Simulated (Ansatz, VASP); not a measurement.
# One calculation of Mg7Te, two programs

```
Mg Te
1.0
     0.00000    4.54258    4.54258
     4.54258    0.00000    4.54258
     4.54258    4.54258    0.00000
Mg Te
7 1
Direct
  0.50000 0.00000 0.00000
  0.00000 0.50000 0.50000
  0.00000 0.50000 0.00000
  0.50000 0.00000 0.50000
  0.00000 0.00000 0.50000
  0.50000 0.50000 0.00000
  0.00000 0.00000 0.00000
  0.50000 0.50000 0.50000
```

Alike in both runs: functional PBE; k mesh 3 × 3 × 3; occupations gaussian, width 0.2 eV; no spin polarisation.

Ansatz relaxed the structure, and its values are those at the end. VASP's run is a single point on that final structure, the one shown.

|  | VASP | Ansatz |
| --- | --- | --- |
| version | VASP 6.6.1 | Ansatz 0.2.0 |
| potentials or method | VASP PAW PBE potentials, release 64 (Mg, Te), cutoff 600 eV | scalar-relativistic, plane waves, PAW |
| valence electrons in the cell | 20 | 86 |

```csv
,VASP,Ansatz,Ansatz less VASP
gap on the k mesh at the Fermi level (eV),none,none,-
pressure (GPa),0.1,0.3,+0.12
```

A gap of «none» marks a metal or a gap that the smearing closes. VASP's potentials hold 20 valence electrons a cell and Ansatz's 86, so a difference there can come from the potentials and not from the codes.

The k mesh is coarse, so the values compare programs but aren't converged. Neither program's run includes spin-orbit coupling.
